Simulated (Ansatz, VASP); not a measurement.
**AlN in VASP and in Ansatz**

File INCAR:

```
SYSTEM = AlN
PREC     = Accurate       ! precision mode
ENCUT    = 520            ! plane-wave cutoff, eV
EDIFF    = 1E-6           ! SCF threshold, eV
ISMEAR   = 0              ! smearing method
SIGMA    = 0.02           ! smearing width, eV
LREAL    = .FALSE.        ! projectors in reciprocal space
LASPH    = .TRUE.         ! aspherical terms in the spheres
NELM     = 80             ! most SCF steps
ALGO     = Normal         ! electronic algorithm
ISIF     = 2              ! what is computed and relaxed
LWAVE    = .FALSE.        ! write WAVECAR
LCHARG   = .FALSE.        ! write CHGCAR
GGA      = PE             ! functional
NBANDS   = 16             ! bands
```

Contents of KPOINTS:

```
Automatic mesh
0
G
  9 9 6
  0 0 0
```

Contents of POSCAR:

```
AlN
1.0
    3.5093191131      0.0355721231     -0.0271262279
   -1.7238531943      3.0569699912      0.0271305342
   -0.0342961410      0.0198071730      4.2115996116
Al N
2 2
Direct
    0.3348192107      0.6651807893      0.7483963664
    0.6651807893      0.3348192107      0.2516036336
    0.3478575418      0.6521424582      0.2528227149
    0.6521424582      0.3478575418      0.7471772851
```

Input for Ansatz:

```yaml
crystal:
  lattice:
    - [3.5093191131, 0.0355721231, -0.0271262279]
    - [-1.7238531943, 3.0569699912, 0.0271305342]
    - [-0.034296141, 0.019807173, 4.2115996116]
  atoms:
    - { symbol: Al, position: [0.3348192107, 0.6651807893, 0.7483963664] }
    - { symbol: Al, position: [0.6651807893, 0.3348192107, 0.2516036336] }
    - { symbol: "N", position: [0.3478575418, 0.6521424582, 0.2528227149] }
    - { symbol: "N", position: [0.6521424582, 0.3478575418, 0.7471772851] }
basis:
  ecutwfc: 420
kpoints:
  mp_grid: { grid: [9, 9, 6] }
hamiltonian:
  xc: pbe
scf:
  occupations: { method: gaussian, width: 0.02 }
output:
  forces: true
  stress: true
  eigenvalues: true
```

Alike in both runs: task single point; functional PBE; k mesh 9 × 9 × 6; occupations gaussian, width 0.02 eV; no spin polarisation.

```csv
,VASP,Ansatz
version,VASP 6.6.1,Ansatz 0.2.0
potentials or method,"VASP PAW PBE potentials, release 64 (Al, N), cutoff 520 eV","scalar-relativistic, plane waves, PAW"
valence electrons in the cell,16,16
```

Ansatz gave:

| Item | Value |
| --- | --- |
| gap on the k mesh at the Fermi level (eV) | 2.39 |
| least direct gap on the mesh (eV) | 2.39 |
| pressure (GPa) | -19.4 |
| traceless stress, the component that is largest in VASP (GPa) | -6.01 |
| rms of the force components (eV/Å) | 0.670 |

Question: What did VASP give for the same quantities?

Answer: gap on the k mesh at the Fermi level (eV): 2.40; least direct gap on the mesh (eV): 2.40; pressure (GPa): -19.6; traceless stress, the component that is largest in VASP (GPa): -6.03; rms of the force components (eV/Å): 0.670.

Atom by atom the forces differ by 0.001 eV/Å (rms over components). The functional is the same, so the differences come from potentials, cutoffs and numerics. Ansatz's warnings: near symmetry operations not taken.
